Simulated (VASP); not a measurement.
Set up this calculation in VASP 6.6.1, as the native input.

| Property | Result |
| --- | --- |
| Task | single point |
| Functional | LDA |
| Potentials or basis | VASP PAW LDA potentials, release 64 (Ti_sv, Al) |
| Cutoff | 520 eV |
| k mesh | 10 × 10 × 10 |
| Occupations | fermi-dirac, width 0.05 eV |
| Spin | no spin polarisation |
| Dipole correction | no |
| Further INCAR settings | ALGO = Normal; EDIFF = 1e-06; NBANDS = 18 |

The structure of TiAl3 lies in POSCAR:

```
TiAl3
1.0
   -1.8852778379      1.8852778379      4.2228148271
    1.8852778379     -1.8852778379      4.2228148271
    1.8852778379      1.8852778379     -4.2228148271
Ti Al
1 3
Direct
    0.0000000000      0.0000000000      0.0000000000
    0.2500000000      0.7500000000      0.5000000000
    0.7500000000      0.2500000000      0.5000000000
    0.5000000000      0.5000000000      0.0000000000
```

This cell differs from its parent crystal: volume scaled by 0.96.

One way to write it, as run:

INCAR

```
  PREC = Accurate
  ENCUT = 520
  EDIFF = 1E-6
  ISMEAR = -1
  SIGMA = 0.05
  LREAL = F
  LASPH = T
  NELM = 80
  ALGO = Normal
  ISIF = 2
  LWAVE = F
  LCHARG = F
  NBANDS = 18
```

KPOINTS

```
Automatic mesh
0
Gamma
  10 10 10
```

Potentials or basis: VASP PAW LDA potentials, release 64 (Ti_sv, Al).

Run with:

```console
$ cat potpaw_LDA.64/Ti_sv/POTCAR potpaw_LDA.64/Al/POTCAR > POTCAR
$ mpirun -np 1 vasp_std > vasp.out
```

Results of the run:

```json
{"Pressure": "1.2 GPa"}
```

It took 2.2 min on 1 thread of Intel(R) Xeon(R) Platinum 8488C (Sapphire Rapids), with other jobs on the host, peak memory 0.26 GiB.
